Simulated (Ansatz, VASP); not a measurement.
**Mo: VASP beside Ansatz**

```
Mo
1.0
    -1.54743    1.54743    1.61813
     1.54743   -1.54743    1.61813
     1.54743    1.54743   -1.61813
Mo
1
Cartesian
  0.0000 0.0000 0.0000
```

Change from the starting cell: strain -0.015 along x and y, +0.030 along z, atoms carried along.

Alike in both runs: task single point; functional r2SCAN; k mesh 22 × 22 × 22; occupations gaussian, width 0.15 eV; no spin polarisation.

|  | VASP | Ansatz |
| --- | --- | --- |
| version | VASP 6.6.1 | Ansatz 0.2.0 |
| potentials or method | VASP PAW PBE potentials, release 64 (Mo_sv), cutoff 520 eV | scalar-relativistic, plane waves, PAW |
| valence electrons in the cell | 14 | 14 |

Ansatz gave:

| Item | Value |
| --- | --- |
| gap on the k mesh at the Fermi level (eV) | none |
| pressure (GPa) | 2.8 |
| traceless stress, the component that is largest in VASP (GPa) | -9.58 |

**Question.** What did VASP give for the same quantities?

**Answer.** gap on the k mesh at the Fermi level (eV): none; pressure (GPa): 4.0; traceless stress, the component that is largest in VASP (GPa): -9.58.

VASP's potentials were made for PBE, not for r2SCAN. A gap of «none» marks a metal or a gap that the smearing closes.
